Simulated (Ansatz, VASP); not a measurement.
## SrCl2 in VASP and in Ansatz

```
CELL_PARAMETERS angstrom
4.58222 0.00000 0.00000
-2.29111 3.96832 0.00000
0.00000 0.00000 5.33014
ATOMIC_POSITIONS crystal
Sr 0.00000 0.00000 0.00000
Cl 0.33333 0.66667 0.24258
Cl 0.66667 0.33333 0.75742
```

Change from the starting cell: epitaxial_xy strain +4.0%.

Alike in both runs: task single point; functional HSE06; k mesh 6 × 6 × 4; no spin polarisation.

```csv
,VASP,Ansatz
version,VASP 6.6.1,Ansatz 0.2.0
potentials or method,"VASP PAW PBE potentials, release 64 (Sr_sv, Cl)","plane waves, PAW"
plane-wave cutoff (eV),400,420
occupations,"gaussian, width 0.01 eV",fixed
valence electrons in the cell,24,24
```

Ansatz gave:

| Quantity | Value |
| --- | --- |
| gap on the k mesh at the Fermi level (eV) | 6.08 |
| pressure (GPa) | -0.5 |
| traceless stress, the component that is largest in VASP (GPa) | 1.36 |
| rms of the force components (eV/Å) | 0.024 |

What did VASP give for the same quantities?

gap on the k mesh at the Fermi level (eV): 6.07; pressure (GPa): -0.5; traceless stress, the component that is largest in VASP (GPa): 1.32; rms of the force components (eV/Å): 0.016.

Atom by atom the forces differ by 0.008 eV/Å (rms over components). Ansatz's warnings: stress exchange threshold loose, stress scf threshold loose.
